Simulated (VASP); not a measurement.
ZnS, 12 atoms in the cell. The structure is hexagonal, space group P6_3mc (No. 186). The conventional cell has a = 3.837 Å, b = 3.837 Å, c = 18.814 Å, α = 90.00°, β = 90.00°, γ = 120.00°. Zn (site symmetry 3m) has 4 S at 2.35 Å within 3.1 Å. Zn (site symmetry 3m) has 4 S at 2.35 Å within 3.1 Å. Zn (site symmetry 3m) has 4 S at 2.35 Å within 3.1 Å. Within 3.1 Å of S (site symmetry 3m) lie 4 Zn at 2.35 Å. Within 3.1 Å of S (site symmetry 3m) lie 4 Zn at 2.35 Å. Within 3.1 Å of S (site symmetry 3m) lie 4 Zn at 2.35 Å. 

| Quantity | Value |
| --- | --- |
| Program | VASP 6.6.1 |
| Task | single point |
| Functional | LDA |
| Potentials or basis | VASP PAW LDA potentials, release 64 (Zn, S) |
| Cutoff | 520 eV |
| k mesh | 8 × 8 × 2 |
| Occupations | fermi-dirac, width 0.05 eV |
| Spin | no spin polarisation |
| Dipole correction | no |
| Further INCAR settings | ALGO = Normal; EDIFF = 1e-06; NBANDS = 66 |

Potentials or basis: VASP PAW LDA potentials, release 64 (Zn, S).

Launch:

```console
$ cat potpaw_LDA.64/Zn/POTCAR potpaw_LDA.64/S/POTCAR > POTCAR
$ mpirun -np 1 vasp_std > vasp.out
```

Hardware: 1 thread of Intel(R) Xeon(R) Platinum 8259CL CPU @ 2.50GHz (Skylake/Cascade Lake) (shared host).

Q: How long does it take, and how much memory?

A: It took 7.8 min on 1 thread of Intel(R) Xeon(R) Platinum 8259CL CPU @ 2.50GHz (Skylake/Cascade Lake), on a shared host, peak memory 0.4 GiB. Counts: scf iterations 15, k points 20.
